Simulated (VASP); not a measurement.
Set up this calculation in VASP 6.6.1, as the native input.

```
Task                   : relaxation of volume and atoms at fixed shape
Functional             : PBEsol
Potentials or basis    : VASP PAW PBE potentials, release 64 (Y_sv)
Cutoff                 : 600 eV
k mesh                 : 14 × 14 × 8
Occupations            : fermi-dirac, width 0.1 eV
Spin                   : no spin polarisation
Dipole correction      : no
Further INCAR settings : ALGO = Normal; EDIFF = 1e-07; IBRION = 2; EDIFFG = -0.03; NSW = 60; ISIF = 8
```

The structure of Y lies in POSCAR:

```
Y
1.0
    3.6474000000      0.0000000000      0.0000000000
   -1.8237000000      3.1587410600      0.0000000000
    0.0000000000      0.0000000000      5.7306000000
Y
2
Direct
    0.3333333333      0.6666666667      0.2500000000
    0.6666666667      0.3333333333      0.7500000000
```

One way to write it, as run:

INCAR

```
PREC = Accurate
ENCUT = 600
EDIFF = 1E-7
ISMEAR = -1
SIGMA = 0.1
LREAL = F
LASPH = T
NELM = 60
ALGO = Normal
ISIF = 8
LWAVE = F
LCHARG = F
GGA = PS
IBRION = 2
NSW = 60
EDIFFG = -0.03
```

KPOINTS

```
regular mesh
0
Gamma
  14 14 8
```

Potentials or basis: VASP PAW PBE potentials, release 64 (Y_sv).

Run with:

```console
$ cat potpaw_PBE.64/Y_sv/POTCAR > POTCAR
$ mpirun -np 1 vasp_std > vasp.out
```

Results of the run:

```
Relaxed volume                        : 31.27 Å³/atom
Relaxed cell                          : a = 3.582 Å, b = 3.582 Å, c = 5.628 Å, α = 90.00°, β = 90.00°, γ = 120.00°
Space group after relaxing (to 0.1 Å) : P6_3/mmc (No. 194)
Energy gained by relaxing             : 11.8 meV/atom
Ionic steps                           : 3
Pressure after relaxing               : 0.0 GPa
Band gap on the k mesh                : zero (bands 11 and 12 overlap by 1.50 eV)
```

Caveat: the PAW data sets were made with another functional, which shifts forces and pressure a little.

Wall time 4.9 min on 1 thread of Intel(R) Xeon(R) Platinum 8488C (Sapphire Rapids) (shared host), peak memory 0.32 GiB.
